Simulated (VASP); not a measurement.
Set up this calculation in VASP 6.6.1, as the native input.

```
Task                   : single point
Functional             : r2SCAN
Potentials or basis    : VASP PAW PBE potentials, release 64 (Ag, O)
Cutoff                 : 520 eV
k mesh                 : 11 × 11 × 11
Occupations            : fermi-dirac, width 0.1 eV
Spin                   : no spin polarisation
Dipole correction      : no
Further INCAR settings : ALGO = Normal; EDIFF = 1e-06; NBANDS = 18
```

AgO2 (fluorite type):

```
Ag O
1.0
     0.00000    2.51020    2.51020
     2.51020    0.00000    2.51020
     2.51020    2.51020    0.00000
Ag O
1 2
Direct
  0.00000 0.00000 0.00000
  0.25000 0.25000 0.25000
  0.75000 0.75000 0.75000
```

The input as run:

POSCAR

```
AgO2
1.0
    0.0000000000      2.5102001452      2.5102001452
    2.5102001452      0.0000000000      2.5102001452
    2.5102001452      2.5102001452      0.0000000000
Ag O
1 2
Direct
    0.0000000000      0.0000000000      0.0000000000
    0.2500000000      0.2500000000      0.2500000000
    0.7500000000      0.7500000000      0.7500000000
```

INCAR.step1

```
ALGO = Normal
EDIFF = 1E-4
ENCUT = 520
GGA = PE
ISMEAR = -1
LASPH = True
LCHARG = False
LREAL = False
LWAVE = True
NBANDS = 18
NELM = 100
PREC = Accurate
SIGMA = 0.1
```

INCAR.step2

```
ALGO = Normal
EDIFF = 1E-6
ENCUT = 520
ISIF = 2
ISMEAR = -1
ISTART = 1
LASPH = True
LCHARG = True
LELF = True
LMIXTAU = True
LREAL = False
LVHAR = True
LWAVE = False
METAGGA = R2SCAN
NBANDS = 18
NELM = 100
PREC = Accurate
SIGMA = 0.1
```

KPOINTS

```
k-points
0
Gamma
  11 11 11
```

Potentials or basis: VASP PAW PBE potentials, release 64 (Ag, O).

Run with:

```sh
$ cat potpaw_PBE.64/Ag/POTCAR potpaw_PBE.64/O/POTCAR > POTCAR
$ cp INCAR.step1 INCAR
$ mpirun -np 1 vasp_std > vasp.out
$ cp INCAR.step2 INCAR
$ mpirun -np 1 vasp_std > vasp.out
```

Results of the run:

```json
{
 "Pressure": "9.5 GPa",
 "Band gap on the k mesh": "zero (an odd number of electrons rules out a gap without spin polarisation)"
}
```

Caveat: the cell stands under pressure; the PAW data sets were made with another functional, which shifts forces and pressure a little; an odd number of electrons without spin polarisation forces a metal; a magnetic or distorted state may lie lower.

It took 3.4 min on 1 thread of Intel Xeon 8259CL, with other jobs on the host, peak memory 0.19 GiB.
